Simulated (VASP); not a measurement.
Wanted: the native input for a VASP 6.6.1 run.

```
Task                   : single point
Functional             : PBE
Potentials or basis    : VASP PAW PBE potentials, release 64 (Mg, S)
Cutoff                 : 520 eV
k mesh                 : 4 × 4 × 4
Occupations            : fermi-dirac, width 0.0689 eV
Spin                   : no spin polarisation
Dipole correction      : no
Further INCAR settings : LREAL = Auto; ALGO = Normal; EDIFF = 1e-06; NBANDS = 46
```

The structure of MgS lies in POSCAR:

```
MgS
1.0
    5.7037659560      0.0000000000      5.7037659560
    5.7037659560      5.7037659560      0.0000000000
    0.0000000000      5.7037659560      5.7037659560
Mg S
8 8
Direct
    0.9840722298      0.9735718186      0.0314590181
    0.9875919472      0.5137333107      0.0187066047
    0.5055312423      0.9845545210      0.0175674659
    0.5326664790      0.5151808641      0.9546086205
    0.0410231006      0.0155268437      0.4478435158
    0.9989147572      0.4955615689      0.5063682511
    0.4868144815      0.0422225062      0.4718799376
    0.4766976114      0.4693356467      0.5286562178
    0.3818651575      0.3896118945      0.3513816000
    0.3884484533      0.8553572007      0.3667201076
    0.8594685295      0.3730849539      0.3911684242
    0.8686497083      0.8807026994      0.3752510080
    0.3735966420      0.3770936403      0.8753582986
    0.3596632400      0.8599291954      0.9114050756
    0.8978507685      0.3592422650      0.8909335530
    0.8603656577      0.8976342807      0.8551505077
```

These files were run (other wordings do the same):

INCAR

```
PREC = Accurate
ENCUT = 520
EDIFF = 1E-6
ISMEAR = -1
SIGMA = 0.0689
LREAL = Auto
LASPH = T
NELM = 80
ALGO = Normal
ISIF = 2
LWAVE = F
LCHARG = F
GGA = PE
NBANDS = 46
```

KPOINTS

```
regular mesh
0
Gamma
  4 4 4
```

Potentials or basis: VASP PAW PBE potentials, release 64 (Mg, S).

Command:

```sh
$ cat potpaw_PBE.64/Mg/POTCAR potpaw_PBE.64/S/POTCAR > POTCAR
$ mpirun -np 1 vasp_std > vasp.out
```

Results of the run:

```
Pressure               : 0.4 GPa
Largest force          : 1.778 eV/Å
Band gap on the k mesh : 2.94 eV
```

Caveat: the atoms stand as in a frame of molecular dynamics; forces of over 1 eV/Å act on the atoms, so gaps and moduli don't describe the material at rest.

Run time: 8.6 min on 1 thread of Intel(R) Xeon(R) 6975P-C (Granite Rapids) (shared host), peak memory 0.69 GiB.
